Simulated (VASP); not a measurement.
Write the native input for VASP 6.6.1 that does the following.

| Item | Value |
| --- | --- |
| Task | single point |
| Functional | PBE |
| Potentials or basis | VASP PAW PBE potentials, release 64 (Ga_d, P, N) |
| Cutoff | 700 eV |
| k mesh | 1 × 1 × 1, shifted |
| Occupations | fermi-dirac, width 0.05 eV |
| Spin | no spin polarisation |
| Dipole correction | no |
| Mended | yes |
| Further INCAR settings | LREAL = Auto; ALGO = Normal; EDIFF = 1e-06; NBANDS = 86; ISYM = -1 |

The structure of Ga8P7N lies in POSCAR:

```
Ga8P7N
1.0
   10.6324800000      0.0000000000      0.0000000000
    0.0000000000      5.3162400000      0.0000000000
    0.0000000000      0.0000000000      5.3162400000
Ga P N
8 7 1
Direct
    0.0047770000      0.9960740000      0.0173190000
    0.4961780000      0.9880320000      0.0033080000
    0.2531700000      0.5067550000      0.0036550000
    0.7413510000      0.4903570000      0.9971990000
    0.2406630000      0.9854480000      0.5030280000
    0.7552750000      0.0113520000      0.5098070000
    0.0067180000      0.4952590000      0.4923000000
    0.4878090000      0.4861520000      0.5242040000
    0.1378820000      0.2444680000      0.2365610000
    0.3726320000      0.7460250000      0.2586390000
    0.8724090000      0.7475160000      0.2467420000
    0.3695540000      0.2508780000      0.7495630000
    0.8747490000      0.2222300000      0.7433730000
    0.1338190000      0.7271240000      0.7464780000
    0.6225550000      0.7408520000      0.7342490000
    0.6384190000      0.2336890000      0.2579020000
```

These files were run (other wordings do the same):

INCAR

```
  PREC = Accurate
  ENCUT = 700
  EDIFF = 1E-6
  ISMEAR = -1
  SIGMA = 0.05
  LREAL = Auto
  LASPH = T
  NELM = 120
  ALGO = Normal
  ISIF = 2
  LWAVE = F
  LCHARG = F
  GGA = PE
  NBANDS = 86
  ISYM = -1
  GGA_COMPAT = F
```

KPOINTS

```
explicit points
1
Reciprocal
  0.25000000   0.25000000   0.25000000 1
```

Potentials or basis: VASP PAW PBE potentials, release 64 (Ga_d, P, N).

The run is started by

```console
$ cat potpaw_PBE.64/Ga_d/POTCAR potpaw_PBE.64/P/POTCAR potpaw_PBE.64/N/POTCAR > POTCAR
$ mpirun -np 1 vasp_std > vasp.out
```

Results of the run:

| Property | Result |
| --- | --- |
| Pressure | 6.7 GPa |
| Largest force | 4.041 eV/Å |

Caveat: the cell stands under pressure; forces of over 1 eV/Å act on the atoms, so gaps and moduli don't describe the material at rest.

It took 2.7 min on 1 thread of AMD EPYC 7R43 64-Core Processor (Zen 3), with other jobs on the host, peak memory 0.44 GiB.
